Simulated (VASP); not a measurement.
# DyPd2 in VASP: single point with PBE

Aim: the single point of DyPd2 with PBE.

Everything below comes from runs of VASP 6.6.1. Logs are shortened: lines on timing, memory, paths and dates and some standing lists are left out, and cuts for length are marked.

## Step 1: The cell of the first run

The typed cell holds 3 atoms: a = 4.450 Å, b = 4.450 Å, c = 3.207 Å, α = 90.00°, β = 90.00°, γ = 60.00°.

## Step 2: Single point, PBE

POSCAR reads:

```
DyPd2
1.0
    2.2251460700      3.8540640500      0.0000000000
   -2.2251460700      3.8540640500      0.0000000000
    0.0000000000      0.0000000000      3.2071736300
Dy Pd
1 2
Direct
    0.0000000000      0.0000000000      0.0000000000
    0.3333000000      0.3334000000      0.5000000000
    0.6666000000      0.6667000000      0.5000000000
```

INCAR.step1 reads:

```
PREC     = Accurate       # precision mode
ENCUT    = 520            # plane-wave cutoff, eV
EDIFF    = 1E-6           # SCF threshold, eV
ISMEAR   = -1             # smearing method
SIGMA    = 0.1            # smearing width, eV
LREAL    = F              # projectors in reciprocal space
LASPH    = T              # aspherical terms in the spheres
NELM     = 100            # most SCF steps
ALGO     = Normal         # electronic algorithm
ISIF     = 2              # what is computed and relaxed
LWAVE    = F              # write WAVECAR
LCHARG   = T              # write CHGCAR
LMAXMIX  = 6              # l up to which the mixer works
GGA      = PE             # functional
NBANDS   = 27             # bands
```

KPOINTS.step1 reads:

```
Automatic mesh
0
Gamma
  6 6 7
```

INCAR.step2 reads:

```
PREC     = Accurate       # precision mode
ENCUT    = 520            # plane-wave cutoff, eV
EDIFF    = 1E-6           # SCF threshold, eV
ISMEAR   = -5             # smearing method
SIGMA    = 0.1            # smearing width, eV
LREAL    = F              # projectors in reciprocal space
LASPH    = T              # aspherical terms in the spheres
NELM     = 100            # most SCF steps
ALGO     = Normal         # electronic algorithm
ISIF     = 2              # what is computed and relaxed
LWAVE    = F              # write WAVECAR
LCHARG   = F              # write CHGCAR
LMAXMIX  = 6              # l up to which the mixer works
GGA      = PE             # functional
LORBIT   = 11             # projections on sites
NBANDS   = 27             # bands
NEDOS    = 1001           # points of the DOS
ICHARG   = 11             # starting density
```

KPOINTS.step2 reads:

```
Automatic mesh
0
Gamma
  9 9 11
```

Potentials or basis: VASP PAW PBE potentials, release 64 (Dy, Pd).

Launch:

```
cat potpaw_PBE.64/Dy/POTCAR potpaw_PBE.64/Pd/POTCAR > POTCAR
cp INCAR.step1 INCAR
cp KPOINTS.step1 KPOINTS
mpirun -np 1 vasp_std > vasp.out
cp INCAR.step2 INCAR
cp KPOINTS.step2 KPOINTS
mpirun -np 1 vasp_std > vasp.out
```

OUTCAR:

```text
PREC = Accurate
   ENCUT = 520
   EDIFF = 1E-6
   ISMEAR = -5
   LREAL = F
   LASPH = T
   NELM = 100
   ISIF = 2
   GGA = PE
   LORBIT = 11
   ICHARG = 11

 ion  position               nearest neighbor table
   1  0.000  0.000  0.000-   3 3.03   3 3.03   2 3.03   2 3.03   2 3.03   3 3.03   2 3.03   3 3.03
                             3 3.03   3 3.03   2 3.03   2 3.03
   2  0.333  0.333  0.500-   3 2.57   3 2.57   3 2.57   1 3.03   1 3.03   1 3.03   1 3.03   1 3.03
                             1 3.03
   3  0.667  0.667  0.500-   2 2.57   2 2.57   2 2.57   1 3.03   1 3.03   1 3.03   1 3.03   1 3.03
                             1 3.03

  LATTYP: Found a hexagonal cell.
 ALAT       =     4.4502904101
 C/A-ratio  =     0.7206661441

  Lattice vectors:

 A1 = (   2.2251460700,  -3.8540640500,   0.0000000000)
 A2 = (   2.2251460700,   3.8540640500,   0.0000000000)
 A3 = (   0.0000000000,   0.0000000000,   3.2071736300)

Analysis of symmetry for initial positions (statically):
=====================================================================
 Subroutine PRICEL returns:
 Original cell was already a primitive cell.

 Routine SETGRP: Setting up the symmetry group for a
 hexagonal supercell.

 Subroutine GETGRP returns: Found  4 space group operations
 (whereof  4 operations were pure point group operations)
 out of a pool of 24 trial point group operations.

The static configuration has the point symmetry C_2v.

Analysis of symmetry for dynamics (positions and initial velocities):
=====================================================================
 Subroutine PRICEL returns:
 Original cell was already a primitive cell.

 Routine SETGRP: Setting up the symmetry group for a
 hexagonal supercell.

 Subroutine GETGRP returns: Found  4 space group operations
 (whereof  4 operations were pure point group operations)
 out of a pool of 24 trial point group operations.

The dynamic configuration has the point symmetry C_2v.

 Subroutine INISYM returns: Found  4 space group operations
 (whereof  4 operations are pure point group operations),
 and found     1 'primitive' translations

----------------------------------------------------------------------------------------

                                     Primitive cell

  volume of cell :      55.0085

  direct lattice vectors                    reciprocal lattice vectors
     2.225146070  3.854064050  0.000000000     0.224704349  0.129733184  0.000000000
    -2.225146070  3.854064050  0.000000000    -0.224704349  0.129733184  0.000000000
     0.000000000  0.000000000  3.207173630     0.000000000  0.000000000  0.311801017

  length of vectors
     4.450290410  4.450290410  3.207173630     0.259466267  0.259466267  0.311801017

  position of ions in fractional coordinates (direct lattice)
     0.000000000  0.000000000  0.000000000
     0.333300000  0.333400000  0.500000000
     0.666600000  0.666700000  0.500000000

  ion indices of the primitive-cell ions
   primitive index   ion index
                 1           1
                 2           2
                 3           3

----------------------------------------------------------------------------------------

 KPOINTS: Automatic mesh

Automatic generation of k-mesh.
 Grid dimensions read from file:
 generate k-points for:    9    9   11

 Generating k-lattice:

  Cartesian coordinates                     Fractional coordinates (reciprocal lattice)
     0.024967150  0.014414798  0.000000000     0.111111111  0.000000000  0.000000000
    -0.024967150  0.014414798  0.000000000     0.000000000  0.111111111  0.000000000
     0.000000000  0.000000000  0.028345547     0.000000000  0.000000000  0.090909091

  Length of vectors
     0.028829585  0.028829585  0.028345547

  Shift w.r.t. Gamma in fractional coordinates (k-lattice)
     0.000000000  0.000000000  0.000000000

 TETIRR: Found   1340 inequivalent tetrahedra from     5346

 Subroutine IBZKPT returns following result:
 ===========================================

 Found    150 irreducible k-points:

 Following reciprocal coordinates:
            Coordinates               Weight
  0.000000  0.000000  0.000000      1.000000
  0.111111  0.000000  0.000000      4.000000
  0.111111  0.111111  0.000000      2.000000
  0.222222 -0.000000  0.000000      4.000000
  0.222222  0.222222  0.000000      2.000000
  0.333333 -0.000000  0.000000      4.000000
[... 16 lines left out ...]
  0.333333 -0.444444  0.000000      4.000000
 -0.222222  0.333333  0.000000      4.000000
 [... further k-points ...]
   k-points           NKPTS =    150   k-points in BZ     NKDIM =    150   number of bands    NBANDS=     27
   number of dos      NEDOS =   1001   number of ions     NIONS =      3
   total plane-waves  NPLWV =  31104
   dimension x,y,z NGX =    36 NGY =   36 NGZ =   24
   dimension x,y,z NGXF=    72 NGYF=   72 NGZF=   48
   ions per type =               1   2
   NGX,Y,Z   is equivalent  to a cutoff of  13.45, 13.45, 12.44 a.u.
   NGXF,Y,Z  is equivalent  to a cutoff of  26.90, 26.90, 24.88 a.u.
 SYSTEM =  unknown system
   PREC   = accura    normal or accurate (medium, high low for compatibility)
   ISTART =      0    job   : 0-new  1-cont  2-samecut
   ICHARG =     11    charge: 1-file 2-atom 10-const
   ISPIN  =      1    spin polarized calculation?
   LNONCOLLINEAR =      F non collinear calculations
   LSORBIT =      F    spin-orbit coupling
   LASPH  =      T    aspherical Exc in radial PAW
   ENCUT  =  520.0 eV  38.22 Ry    6.18 a.u.   8.27  8.27  5.96*2*pi/ulx,y,z
   NELM   =    100;   NELMIN=  2; NELMDL=  0     # of ELM steps
   EDIFF  = 0.1E-05   stopping-criterion for ELM
   LREAL  =      F    real-space projection
   EDIFFG = 0.1E-04   stopping-criterion for IOM
   NSW    =      0    number of steps for IOM
   IBRION =     -1    ionic relax: 0-MD 1-quasi-New 2-CG
   NFREE  =      0    steps in history (QN), initial steepest desc. (CG)
   ISIF   =      2    stress and relaxation
   ISYM   =      2    0-nonsym 1-usesym 2-fastsym
   POTIM  = 0.5000    time-step for ionic-motion
   TEBEG  =    0.0;   TEEND  =   0.0 temperature during run
   PSTRESS=    0.0 pullay stress
   NELECT =      40.0000    total number of electrons
   NUPDOWN=      -1.0000    fix difference up-down
   EMIN   =  10.00;   EMAX   =-10.00  energy-range for DOS
   EFERMI =   0.00;   METHOD = LEGACY
   ISMEAR =    -5;   SIGMA  =   0.10  broadening in eV -4-tet -1-fermi 0-gaus
   EFERMI_NEDOS =   21; number of points for ismear=-14 and -15
   IALGO  =     38    algorithm
   IMIX   =      4    mixing-type and parameters
     AMIX     =   0.40;   BMIX     =  1.00
     AMIX_MAG =   1.60;   BMIX_MAG =  1.00
  volume/ion in A,a.u.               =      18.34       123.74
  Fermi-wavevector in a.u.,A,eV,Ry     =   1.472148  2.781957 29.486821  2.167220
  Thomas-Fermi vector in A             =   2.587198
   LORBIT       =     11    0 simple, 1 ext, 2 COOP (PROOUT), +10 PAW based schemes
   GGA     = PE    functional components
   LHFCALC =     F    Hartree Fock is set to
   AEXX    =    0.0000 exact exchange contribution
   IVDW    =     0    specifies the selected vdW correction
   LEPSILON=     F    determine dielectric tensor
   LRPA    =     F    only Hartree local field effects (RPA)
 non-spin polarized calculation
 Fermi weights with tetrahedron method with Bloechl corrections
  energy-cutoff  :      520.00
  volume of cell :       55.01
 maximum number of plane-waves:      1501
 NGX is ok and might be reduce to    36

 number of electron      39.9999985 magnetization

 Free energy of the ion-electron system (eV)
  ---------------------------------------------------
  ext. energy  EPLUGINS =         0.00000000
  ---------------------------------------------------
  free energy    TOTEN  =       -16.03835930 eV

  energy without entropy =      -16.03835930  energy(sigma->0) =      -16.03835930

 E-fermi :   6.8107     XC(G=0): -12.1976

 val. band max:        6.8178090052   @ k =   0.4444  -0.0000   0.4545
 cond. band min:       6.7986755421   @ k =  -0.4444   0.1111   0.1818
 fundamental gap:     -0.0191334631
 Fermi energy:         6.8106997490

 k-point     1 :       0.0000    0.0000    0.0000
  band No.  band energies     occupation
      1     -37.9641      2.00000
      2     -14.1792      2.00000
      3     -14.1791      2.00000
      4     -13.7962      2.00000
      5       0.6193      2.00000
      6       2.5422      2.00000
[... 19 lines left out ...]
     26      13.5696      0.00000
     27      13.6421      0.00000

 k-point     2 :       0.1111    0.0000    0.0000
  band No.  band energies     occupation
      1     -37.9638      2.00000
      2     -14.1896      2.00000
      3     -14.1802      2.00000
      4     -13.7966      2.00000
      5       0.8072      2.00000
      6       2.6041      2.00000
[... 19 lines left out ...]
     26      13.1747      0.00000
     27      13.6193      0.00000

 k-point     3 :       0.1111    0.1111    0.0000
  band No.  band energies     occupation
      1     -37.9638      2.00000
      2     -14.1895      2.00000
      3     -14.1802      2.00000
      4     -13.7966      2.00000
      5       0.8073      2.00000
      6       2.6041      2.00000
[... 19 lines left out ...]
     26      13.1729      0.00000
     27      13.6093      0.00000

 k-point     4 :       0.2222   -0.0000    0.0000
  band No.  band energies     occupation
      1     -37.9629      2.00000
      2     -14.2154      2.00000
      3     -14.1827      2.00000
      4     -13.7978      2.00000
      5       1.3400      2.00000
      6       2.7593      2.00000
[... 19 lines left out ...]
     26      12.6130      0.00000
     27      13.7680      0.00000
[... 516 lines left out ...]
      4     -13.8006      2.00000
      5       1.9711      2.00000
      6       2.7166      2.00000
[... 19 lines left out ...]
     26      11.8257      0.00000
     27      12.3956      0.00000

 k-point    23 :       0.3333   -0.4444    0.0000
  band No.  band energies     occupation
      1     -37.9611      2.00000
      2     -14.2476      2.00000
      3     -14.2101      2.00000
      4     -13.8006      2.00000
      5       1.9710      2.00000
      6       2.7159      2.00000
[... 19 lines left out ...]
     26      11.8189      0.00000
     27      12.3583      0.00000

 k-point    24 :      -0.2222    0.3333    0.0000
  band No.  band energies     occupation
      1     -37.9611      2.00000
      2     -14.2476      2.00000
      3     -14.2101      2.00000
      4     -13.8006      2.00000
      5       1.9712      2.00000
      6       2.7167      2.00000
[... 19 lines left out ...]
     26      11.8211      0.00000
     27      12.3652      0.00000

 [... further k-points ...]
[... 5 lines left out ...]
  --------------------------------------------------------------------------------------
  -------------------------------------------------------------------------------------
  Total       -7.7154136     -7.6643723     -2.0123002      0.0000000      0.0000000      0.0000000
  in kB     -224.7190417   -223.2324117    -58.6102295      0.0000000      0.0000000      0.0000000
  external PRESSURE =    -168.8538943 kB  Pullay stress =       0.0000000 kB

 VOLUME and BASIS-vectors are now :
 -----------------------------------------------------------------------------
  energy-cutoff  :      520.00
  volume of cell :       55.01
      direct lattice vectors                 reciprocal lattice vectors
     2.225146070  3.854064050  0.000000000     0.224704349  0.129733184  0.000000000
    -2.225146070  3.854064050  0.000000000    -0.224704349  0.129733184  0.000000000
     0.000000000  0.000000000  3.207173630     0.000000000  0.000000000  0.311801017

 POSITION                                       TOTAL-FORCE (eV/Angst)
 -----------------------------------------------------------------------------------
      0.00000      0.00000      0.00000        -0.000996      0.000000      0.000000
     -0.00022      2.56950      1.60359         0.000498     -0.002272      0.000000
     -0.00022      5.13862      1.60359         0.000498      0.002272      0.000000
 -----------------------------------------------------------------------------------
    total drift:                               -0.000068      0.000000      0.000000

  FREE ENERGIE OF THE ION-ELECTRON SYSTEM (eV)
  ---------------------------------------------------
  free  energy   TOTEN  =       -16.0383592962 eV

  energy  without entropy=      -16.0383592962  energy(sigma->0) =      -16.03835930

 total charge

# of ion       s       p       d       f       tot
--------------------------------------------------
    1        2.124   5.865   0.466   9.578  18.033
    2        0.587   0.387   8.535   0.000   9.508
    3        0.587   0.387   8.535   0.000   9.508
--------------------------------------------------
tot          3.297   6.638  17.535   9.578  37.049
```

Wall time 3 min (1 thread of Intel Xeon 6975P-C (Granite Rapids), shared host); peak memory 0.36 GiB.

What came out:

```yaml
Valence_electrons_inside_the_program's_atomic_spheres: Dy 18.03; Pd 9.51
```

Caveat: spin-orbit coupling is left out, which moves the levels of the heavy elements; semilocal functionals describe open f shells poorly, which spoils levels, moments and volumes.
